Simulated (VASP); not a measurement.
A run of VASP 6.6.1 is set up as follows.

File INCAR:

```
PREC = Accurate ; ENCUT = 520
EDIFF = 1E-6 ; ISMEAR = 0
SIGMA = 0.2 ; LREAL = F
LASPH = T ; NELM = 100
ALGO = Normal ; ISIF = 2
LWAVE = F ; LCHARG = F
GGA = PE ; NBANDS = 58
```

Contents of KPOINTS:

```
Automatic mesh
0
Gamma
  8 4 4
```

Contents of POSCAR:

```
ScTi2O2
1.0
    3.0315822541     -0.0100241771     -0.3075199068
   -0.0130916444      5.2719507577     -0.2962324271
   -0.7661327950     -0.4523463301      7.5649059826
Sc Ti O
2 4 4
Direct
   -0.0000007963     -0.0000015830      0.9999990429
    0.5000021486      0.4999982337      1.0000002910
    0.1748345159      0.3904981624      0.3475111315
    0.6748580013      0.8905072918      0.3475175981
    0.3251473301      0.1095042404      0.6524861381
   -0.1748413081      0.6094922054      0.6524850644
   -0.0876701859      0.3042765624      0.8250117856
    0.4123352594      0.8042782620      0.8250128276
    0.5876668411      0.1957227360      0.1749908001
    0.0876681940      0.6957238889      0.1749853207
```

Potentials or basis: VASP PAW PBE potentials, release 64 (Sc_sv, Ti_sv, O).

Command:

```bash
$ cat potpaw_PBE.64/Sc_sv/POTCAR potpaw_PBE.64/Ti_sv/POTCAR potpaw_PBE.64/O/POTCAR > POTCAR
$ mpirun -np 1 vasp_std > vasp.out
```

Problem. What does it give for the largest force?

Solution. 0.062 eV/Å.

Problem. What does it give for the band gap on the k mesh?

Solution. Zero (band 47 reaches 9.51 eV, above the bottom of band 48 at 8.57 eV).

Stress tensor (GPa, compression positive):
```
 0.66  0.04 -0.07
 0.04  0.67 -0.05
-0.07 -0.05  0.47
```
